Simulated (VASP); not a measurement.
Write the native input for VASP 6.6.1 that does the following.

```yaml
Task: relaxation of cell and atoms
Functional: PBE
Dispersion: D3(BJ)
Potentials_or_basis: VASP PAW PBE potentials, release 64 (Sn_d, Se)
Cutoff: 600 eV
k_mesh: 8 × 8 × 8
Occupations: fermi-dirac, width 0.05 eV
Spin: no spin polarisation
Dipole_correction: no
Further_INCAR_settings: ALGO = Normal; EDIFF = 1e-06; IBRION = 2; EDIFFG = -0.01; NSW = 60; ISIF = 3
```

The structure of SnSe lies in POSCAR:

```
SnSe
1.0
    0.0000000000      3.0100000000      3.0100000000
    3.0100000000      0.0000000000      3.0100000000
    3.0100000000      3.0100000000      0.0000000000
Sn Se
1 1
Direct
    0.0000000000      0.0000000000      0.0000000000
    0.5000000000      0.5000000000      0.5000000000
```

These files were run (other wordings do the same):

INCAR

```
SYSTEM = SnSe
PREC     = Accurate       ! precision mode
ENCUT    = 600            ! plane-wave cutoff, eV
EDIFF    = 1E-6           ! SCF threshold, eV
ISMEAR   = -1             ! smearing method
SIGMA    = 0.05           ! smearing width, eV
LREAL    = .False.        ! projectors in reciprocal space
LASPH    = .True.         ! aspherical terms in the spheres
NELM     = 60             ! most SCF steps
ALGO     = Normal         ! electronic algorithm
ISIF     = 3              ! what is computed and relaxed
LWAVE    = .False.        ! write WAVECAR
LCHARG   = .False.        ! write CHGCAR
GGA      = PE             ! functional
IVDW     = 12             ! dispersion correction
IBRION   = 2              ! ionic algorithm
NSW      = 60             ! ionic steps
EDIFFG   = -0.01          ! ionic threshold
```

KPOINTS

```
Automatic mesh
0
Gamma
  8 8 8
  0 0 0
```

Potentials or basis: VASP PAW PBE potentials, release 64 (Sn_d, Se).

Launch:

```sh
$ cat potpaw_PBE.64/Sn_d/POTCAR potpaw_PBE.64/Se/POTCAR > POTCAR
$ mpirun -np 1 vasp_std > vasp.out
```

It gave:

```
Relaxed volume                         : 26.65 Å³/atom
Relaxed cell                           : a = 4.224 Å, b = 4.224 Å, c = 4.224 Å, α = 60.00°, β = 60.00°, γ = 60.00°
Space group after relaxing (to 0.05 Å) : Fm-3m (No. 225)
Energy gained by relaxing              : 2.4 meV/atom
Ionic steps                            : 3
Pressure after relaxing                : 0.0 GPa
Band gap on the k mesh                 : 0.69 eV, direct
Dispersion energy per atom             : -0.362 eV
```

Caveat: spin-orbit coupling is left out, which moves the levels of the heavy elements.

Run time: 2.3 min on 1 thread of AMD EPYC 7R13 (shared host), peak memory 0.21 GiB.
